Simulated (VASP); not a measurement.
CdS: single point with PBE

CdS:

```xyz
2
Lattice="0.0000 2.9100 2.9100 2.9100 0.0000 2.9100 2.9100 2.9100 0.0000" Properties=species:S:1:pos:R:3 pbc="T T T"
Cd    0.0000    0.0000    0.0000
S     4.3650    4.4711    4.4711
```

This cell differs from its parent crystal: all S atoms moved -0.150 Å, as atom 2 towards its neighbour atom 2 (S) at 4.115 Å.

| Item | Value |
| --- | --- |
| Program | VASP 6.6.1 |
| Task | single point |
| Functional | PBE |
| Potentials or basis | VASP PAW PBE potentials, release 64 (Cd, S) |
| Cutoff | 520 eV |
| k mesh | 8 × 8 × 8 |
| Occupations | gaussian, width 0.05 eV |
| Spin | no spin polarisation |

```json
{"Pressure": "4.2 GPa", "Largest force": "0.869 eV/Å", "Band gap on the k mesh": "1.17 eV, direct"}
```

Forces on the atoms (eV/Å):
```
Cd   0.240  0.591  0.591
S   -0.240 -0.591 -0.591
```

Stress tensor (GPa, compression positive):
```
4.52 2.67 2.67
2.67 4.11 0.76
2.67 0.76 4.11
```

Levels at points of the mesh, in eV from the valence-band top:
| k point | band 6 | band 7 | band 8 | band 9 | band 10 | band 11 | band 12 | band 13 |
| --- | --- | --- | --- | --- | --- | --- | --- | --- |
| (0.00, 0.00, 0.00) | -7.31 | -0.09 | -0.01 | 0.00 | 1.17 | 6.50 | 6.54 | 6.63 |
| (0.50, 0.00, 0.00) | -6.89 | -4.21 | -0.80 | -0.58 | 2.84 | 6.65 | 7.10 | 7.37 |
| (0.00, 0.50, 0.00) | -6.92 | -4.45 | -0.96 | -0.59 | 3.01 | 6.62 | 7.39 | 7.46 |
| (0.50, 0.50, 0.50) | -6.96 | -4.70 | -0.98 | -0.76 | 3.18 | 6.89 | 7.34 | 7.59 |
| (0.50, 0.50, 0.00) | -6.86 | -3.99 | -1.93 | -1.89 | 3.46 | 4.37 | 9.22 | 10.67 |
| (0.00, 0.50, 0.50) | -6.86 | -4.02 | -1.94 | -1.85 | 3.49 | 4.32 | 9.23 | 10.77 |

Run time: 44 s on 1 thread of Intel(R) Xeon(R) 6975P-C (Granite Rapids), with other jobs on the host, peak memory 0.26 GiB.

Caveat: the cell differs from its parent crystal (all S atoms moved -0.150 Å, as atom 2 towards its neighbour atom 2 (S) at 4.115 Å).
